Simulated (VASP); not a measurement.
# N in VASP: a series of runs, part 3 of 3

VASP 6.6.1.

## 5. Single point, PBEsol

Input file INCAR:

```
SYSTEM = N
ALGO = Normal
EDIFF = 1E-6
ENCUT = 520
GGA = PS
ISIF = 2
ISMEAR = -1
LASPH = .TRUE.
LCHARG = .TRUE.
LELF = .TRUE.
LREAL = .FALSE.
LVHAR = .TRUE.
LWAVE = .FALSE.
NBANDS = 30
NELM = 100
PREC = Accurate
SIGMA = 0.05
```

Input file KPOINTS:

```
k-points
0
G
  5 5 5
  0 0 0
```

Input file POSCAR:

```
N
1.0
    5.5605176600      0.0000000000      0.0000000000
    0.0000000000      5.5605176600      0.0000000000
    0.0000000000      0.0000000000      5.5605176600
N
8
Direct
    0.0573973300      0.4426026700      0.5573973300
    0.4426026700      0.5573973300      0.0573973300
    0.5573973300      0.0573973300      0.4426026700
    0.9426026700      0.9426026700      0.9426026700
    0.9426026700      0.5573973300      0.4426026700
    0.5573973300      0.4426026700      0.9426026700
    0.4426026700      0.9426026700      0.5573973300
    0.0573973300      0.0573973300      0.0573973300
```

Potentials or basis: VASP PAW PBE potentials, release 64 (N).

Started as:

```console
$ cat potpaw_PBE.64/N/POTCAR > POTCAR
$ mpirun -np 1 vasp_std > vasp.out
```

It took 98 s on 1 thread of Intel Xeon Platinum 8259CL at 2.50GHz (Skylake/Cascade Lake), shared host; peak memory 0.24 GiB.

The run converged. Its results:

- Free energy: -68.2508 eV
- Pressure: 1.4 GPa
- Largest force: 0.855 eV/Å
- Band gap on the k mesh: 7.20 eV (least direct gap 7.22 eV)

Forces on the atoms (eV/Å):
```
N    0.494 -0.494  0.494
N   -0.494  0.494  0.494
N    0.494  0.494 -0.494
N   -0.494 -0.494 -0.494
N   -0.494  0.494 -0.494
N    0.494 -0.494 -0.494
N   -0.494 -0.494  0.494
N    0.494  0.494  0.494
```

Levels at points of the mesh, in eV from the valence-band top:
| k point | band 16 | band 17 | band 18 | band 19 | band 20 | band 21 | band 22 | band 23 | band 24 | band 25 |
| --- | --- | --- | --- | --- | --- | --- | --- | --- | --- | --- |
| (0.00, 0.00, 0.00) | -1.44 | -0.99 | -0.03 | -0.03 | -0.03 | 7.20 | 7.20 | 7.20 | 8.09 | 8.09 |

Caveat: the standard files for N, O and F lose accuracy on very short bonds; this functional lacks dispersion, which holds the molecules together, so the pressure and a relaxed volume are unreliable; the PAW data sets were made with another functional, which shifts forces and pressure a little; an odd mesh through Γ misses points on the zone boundary, where band edges can lie.

## 6. Single point, PBEsol

This run uses another cell than the first one, of 28.50 Å³/atom.

Input file INCAR:

```
PREC     = Accurate       # precision mode
ENCUT    = 520            # plane-wave cutoff, eV
EDIFF    = 1E-7           # SCF threshold, eV
ISMEAR   = -1             # smearing method
SIGMA    = 0.05           # smearing width, eV
LREAL    = F              # projectors in reciprocal space
LASPH    = T              # aspherical terms in the spheres
NELM     = 60             # most SCF steps
ALGO     = Normal         # electronic algorithm
ISIF     = 2              # what is computed and relaxed
LWAVE    = F              # write WAVECAR
LCHARG   = T              # write CHGCAR
GGA      = PS             # functional
LELF     = T              # ELF
LVHAR    = T            
NBANDS   = 30             # bands
```

Input file KPOINTS:

```
regular mesh
0
Gamma
  5 5 5
```

Input file POSCAR:

```
N
1.0
    6.1094188933      0.0000000000      0.0000000000
    0.0000000000      6.1094188933      0.0000000000
    0.0000000000      0.0000000000      6.1094188933
N
8
Direct
    0.0519600029      0.4480399971      0.5519600029
    0.4480399971      0.5519600029      0.0519600029
    0.5519600029      0.0519600029      0.4480399971
    0.9480399971      0.9480399971      0.9480399971
    0.9480399971      0.5519600029      0.4480399971
    0.5519600029      0.4480399971      0.9480399971
    0.4480399971      0.9480399971      0.5519600029
    0.0519600029      0.0519600029      0.0519600029
```

Potentials or basis: VASP PAW PBE potentials, release 64 (N).

Started as:

```console
$ cat potpaw_PBE.64/N/POTCAR > POTCAR
$ mpirun -np 1 vasp_std > vasp.out
```

OUTCAR:

```text
PREC = Accurate
   ENCUT = 520
   EDIFF = 1E-7
   ISMEAR = -1
   LREAL = F
   LASPH = T
   NELM = 60
   ISIF = 2
   GGA = PS

 ion  position               nearest neighbor table
   1  0.052  0.448  0.552-   5 1.10
   2  0.448  0.552  0.052-   6 1.10
   3  0.552  0.052  0.448-   7 1.10
   4  0.948  0.948  0.948-   8 1.10
   5  0.948  0.552  0.448-   1 1.10
   6  0.552  0.448  0.948-   2 1.10
   7  0.448  0.948  0.552-   3 1.10
   8  0.052  0.052  0.052-   4 1.10

  LATTYP: Found a simple cubic cell.
 ALAT       =     6.1094188933

  Lattice vectors:

 A1 = (   6.1094188933,   0.0000000000,   0.0000000000)
 A2 = (   0.0000000000,   6.1094188933,   0.0000000000)
 A3 = (   0.0000000000,   0.0000000000,   6.1094188933)

Analysis of symmetry for initial positions (statically):
=====================================================================
 Subroutine PRICEL returns:
 Original cell was already a primitive cell.

 Routine SETGRP: Setting up the symmetry group for a
 simple cubic supercell.

 Subroutine GETGRP returns: Found 24 space group operations
 (whereof  6 operations were pure point group operations)
 out of a pool of 48 trial point group operations.

The static configuration has the point symmetry S_6 .
 The point group associated with its full space group is T_h .

Analysis of symmetry for dynamics (positions and initial velocities):
=====================================================================
 Subroutine PRICEL returns:
 Original cell was already a primitive cell.

 Routine SETGRP: Setting up the symmetry group for a
 simple cubic supercell.

 Subroutine GETGRP returns: Found 24 space group operations
 (whereof  6 operations were pure point group operations)
 out of a pool of 48 trial point group operations.

The dynamic configuration has the point symmetry S_6 .
 The point group associated with its full space group is T_h .

 Subroutine INISYM returns: Found 24 space group operations
 (whereof  6 operations are pure point group operations),
 and found     1 'primitive' translations

----------------------------------------------------------------------------------------

                                     Primitive cell

  volume of cell :     228.0341

  direct lattice vectors                    reciprocal lattice vectors
     6.109418893  0.000000000  0.000000000     0.163681688  0.000000000  0.000000000
     0.000000000  6.109418893  0.000000000     0.000000000  0.163681688  0.000000000
     0.000000000  0.000000000  6.109418893     0.000000000  0.000000000  0.163681688

  length of vectors
     6.109418893  6.109418893  6.109418893     0.163681688  0.163681688  0.163681688

  position of ions in fractional coordinates (direct lattice)
     0.051960003  0.448039997  0.551960003
     0.448039997  0.551960003  0.051960003
     0.551960003  0.051960003  0.448039997
     0.948039997  0.948039997  0.948039997
     0.948039997  0.551960003  0.448039997
     0.551960003  0.448039997  0.948039997
     0.448039997  0.948039997  0.551960003
[... 42 lines left out ...]
  0.200000  0.000000  0.000000      6.000000
  0.400000  0.000000  0.000000      6.000000
  0.200000  0.200000  0.000000     12.000000
  0.400000  0.200000  0.000000     12.000000
 -0.200000  0.400000  0.000000     12.000000
  0.400000  0.400000  0.000000     12.000000
  0.200000  0.200000  0.200000      8.000000
  0.400000  0.200000  0.200000     24.000000
  0.400000  0.400000  0.200000     24.000000
  0.400000  0.400000  0.400000      8.000000
   k-points           NKPTS =     11   k-points in BZ     NKDIM =     11   number of bands    NBANDS=     30
   number of dos      NEDOS =    301   number of ions     NIONS =      8
   total plane-waves  NPLWV = 110592
   dimension x,y,z NGX =    48 NGY =   48 NGZ =   48
   dimension x,y,z NGXF=    96 NGYF=   96 NGZF=   96
   ions per type =               8
   NGX,Y,Z   is equivalent  to a cutoff of  13.06, 13.06, 13.06 a.u.
   NGXF,Y,Z  is equivalent  to a cutoff of  26.12, 26.12, 26.12 a.u.
 SYSTEM =  unknown system
   PREC   = accura    normal or accurate (medium, high low for compatibility)
   ISTART =      0    job   : 0-new  1-cont  2-samecut
   ICHARG =      2    charge: 1-file 2-atom 10-const
   ISPIN  =      1    spin polarized calculation?
   LNONCOLLINEAR =      F non collinear calculations
   LSORBIT =      F    spin-orbit coupling
   LASPH  =      T    aspherical Exc in radial PAW
   ENCUT  =  520.0 eV  38.22 Ry    6.18 a.u.  11.36 11.36 11.36*2*pi/ulx,y,z
   NELM   =     60;   NELMIN=  2; NELMDL= -5     # of ELM steps
   EDIFF  = 0.1E-06   stopping-criterion for ELM
   LREAL  =      F    real-space projection
   EDIFFG = 0.1E-05   stopping-criterion for IOM
   NSW    =      0    number of steps for IOM
   IBRION =     -1    ionic relax: 0-MD 1-quasi-New 2-CG
   NFREE  =      0    steps in history (QN), initial steepest desc. (CG)
   ISIF   =      2    stress and relaxation
   ISYM   =      2    0-nonsym 1-usesym 2-fastsym
   POTIM  = 0.5000    time-step for ionic-motion
   TEBEG  =    0.0;   TEEND  =   0.0 temperature during run
   PSTRESS=    0.0 pullay stress
   NELECT =      40.0000    total number of electrons
   NUPDOWN=      -1.0000    fix difference up-down
   EMIN   =  10.00;   EMAX   =-10.00  energy-range for DOS
   EFERMI =   0.00;   METHOD = LEGACY
   ISMEAR =    -1;   SIGMA  =   0.05  broadening in eV -4-tet -1-fermi 0-gaus
   EFERMI_NEDOS =   21; number of points for ismear=-14 and -15
   IALGO  =     38    algorithm
   IMIX   =      4    mixing-type and parameters
     AMIX     =   0.40;   BMIX     =  1.00
     AMIX_MAG =   1.60;   BMIX_MAG =  1.00
  volume/ion in A,a.u.               =      28.50       192.36
  Fermi-wavevector in a.u.,A,eV,Ry     =   0.916421  1.731784 11.426540  0.839827
  Thomas-Fermi vector in A             =   2.041274
   LORBIT       =      0    0 simple, 1 ext, 2 COOP (PROOUT), +10 PAW based schemes
   GGA     = PS    functional components
   LHFCALC =     F    Hartree Fock is set to
   AEXX    =    0.0000 exact exchange contribution
   IVDW    =     0    specifies the selected vdW correction
   LEPSILON=     F    determine dielectric tensor
   LRPA    =     F    only Hartree local field effects (RPA)
 non-spin polarized calculation
  energy-cutoff  :      520.00
  volume of cell :      228.03
 maximum number of plane-waves:      6187
 NGX is ok and might be reduce to    48
   NGX = 23   NGY = 23   NGZ = 23

 number of electron      40.0000011 magnetization

 Free energy of the ion-electron system (eV)
  ---------------------------------------------------
  ext. energy  EPLUGINS =         0.00000000
  ---------------------------------------------------
  free energy    TOTEN  =       -68.28192977 eV

  energy without entropy =      -68.28192977  energy(sigma->0) =      -68.28192977

 E-fermi :  -6.0741     XC(G=0):  -5.5468

 val. band max:       -7.3017229772   @ k =   0.4000   0.0000   0.0000
 cond. band min:       0.3290941521   @ k =   0.0000   0.0000   0.0000
 fundamental gap:      7.6308171293
 Fermi energy:        -6.0741057370

 k-point     1 :       0.0000    0.0000    0.0000
  band No.  band energies     occupation
      1     -25.6046      2.00000
      2     -25.5832      2.00000
      3     -25.5832      2.00000
      4     -25.5832      2.00000
      5     -10.6560      2.00000
      6     -10.6560      2.00000
[... 352 lines left out ...]
     29       4.2358      0.00000
     30       4.6182      0.00000

------------------------ aborting loop because EDIFF is reached ----------------------------------------

  FORCE on cell =-STRESS in cart. coord.  units (eV):
  Direction    XX          YY          ZZ          XY          YZ          ZX
  --------------------------------------------------------------------------------------
  -------------------------------------------------------------------------------------
  Total        2.5023837      2.5023837      2.5023837      0.0000000      0.0000000      0.0000000
  in kB       17.5818582     17.5818582     17.5818582      0.0000000      0.0000000      0.0000000
  external PRESSURE =      17.5818582 kB  Pullay stress =       0.0000000 kB

 VOLUME and BASIS-vectors are now :
 -----------------------------------------------------------------------------
  energy-cutoff  :      520.00
  volume of cell :      228.03
      direct lattice vectors                 reciprocal lattice vectors
     6.109418893  0.000000000  0.000000000     0.163681688  0.000000000  0.000000000
     0.000000000  6.109418893  0.000000000     0.000000000  0.163681688  0.000000000
     0.000000000  0.000000000  6.109418893     0.000000000  0.000000000  0.163681688

 POSITION                                       TOTAL-FORCE (eV/Angst)
 -----------------------------------------------------------------------------------
      0.31745      2.73726      3.37215         1.085369     -1.085369      1.085369
      2.73726      3.37215      0.31745        -1.085369      1.085369      1.085369
      3.37215      0.31745      2.73726         1.085369      1.085369     -1.085369
      5.79197      5.79197      5.79197        -1.085369     -1.085369     -1.085369
      5.79197      3.37215      2.73726        -1.085369      1.085369     -1.085369
      3.37215      2.73726      5.79197         1.085369     -1.085369     -1.085369
      2.73726      5.79197      3.37215        -1.085369     -1.085369      1.085369
      0.31745      0.31745      0.31745         1.085369      1.085369      1.085369
 -----------------------------------------------------------------------------------
    total drift:                                0.000000      0.000000     -0.000000

  FREE ENERGIE OF THE ION-ELECTRON SYSTEM (eV)
  ---------------------------------------------------
  free  energy   TOTEN  =       -68.2819297679 eV

  energy  without entropy=      -68.2819297678  energy(sigma->0) =      -68.28192977
```

It took 2.4 min on 1 thread of Intel Xeon Platinum 8259CL at 2.50GHz (Skylake/Cascade Lake), shared host; peak memory 0.33 GiB.

What came out:

```
Free energy            : -68.2819 eV
Pressure               : 1.8 GPa
Largest force          : 1.880 eV/Å
Band gap on the k mesh : 7.63 eV (least direct gap 7.64 eV)
```

Forces in eV/Å, atoms in the order of the input:
```
N    1.085 -1.085  1.085
N   -1.085  1.085  1.085
N    1.085  1.085 -1.085
N   -1.085 -1.085 -1.085
N   -1.085  1.085 -1.085
N    1.085 -1.085 -1.085
N   -1.085 -1.085  1.085
N    1.085  1.085  1.085
```

Caveat: the standard files for N, O and F lose accuracy on very short bonds; this functional lacks dispersion, which holds the molecules together, so the pressure and a relaxed volume are unreliable; the PAW data sets were made with another functional, which shifts forces and pressure a little; an odd mesh through Γ misses points on the zone boundary, where band edges can lie.

## 7. Summary

| level | potentials or basis | cell | k mesh | cutoff (eV) | smearing | gap on the mesh (eV) | pressure (GPa) | largest force (eV/Å) |
| --- | --- | --- | --- | --- | --- | --- | --- | --- |
| PBE | VASP PAW PBE potentials, release 64 (N) | a = 5.561 Å, 8 atoms, atomic positions A | 5 × 5 × 5 | 520 | fermi-dirac 0.05 eV | 7.24 | 2.0 | 1.05 |
| PBE | VASP PAW PBE potentials, release 64 (N) | a = 5.561 Å, 8 atoms, atomic positions B | 5 × 5 × 5 | 520 | fermi-dirac 0.05 eV | 7.15 | 5.0 | 11.47 |
| PBEsol | VASP PAW PBE potentials, release 64 (N_h) | a = 5.561 Å, 8 atoms, atomic positions A | 6 × 6 × 6 | 910 | gaussian 0.01 eV | 7.24 | -0.7 | 0.68 |
| PBEsol | VASP PAW PBE potentials, release 64 (N) | a = 5.561 Å, 8 atoms, atomic positions A | 5 × 5 × 5 | 520 | fermi-dirac 0.05 eV | 7.20 | 1.4 | 0.86 |
| PBEsol | VASP PAW PBE potentials, release 64 (N) | a = 6.109 Å, 8 atoms, atomic positions C | 5 × 5 × 5 | 520 | fermi-dirac 0.05 eV | 7.63 | 1.8 | 1.88 |

Alike in all rows: task single point; no spin polarisation.

Caveats: this functional lacks dispersion, which holds the molecules together, so the pressure and a relaxed volume are unreliable; the standard files for N, O and F lose accuracy on very short bonds (at least some runs); an odd mesh through Γ misses points on the zone boundary, where band edges can lie (at least some runs); the PAW data sets were made with another functional, which shifts forces and pressure a little (at least some runs); forces of over 1 eV/Å act on the atoms, so gaps and moduli don't describe the material at rest (at least some runs); the cell stands under pressure (at least some runs); the cutoff is under 1.25 times the usual one of these potentials, so pressure, stress and relaxed cells hold a basis-set (Pulay) error (at least some runs).

Absolute energies hang on the potentials; compare differences alone.
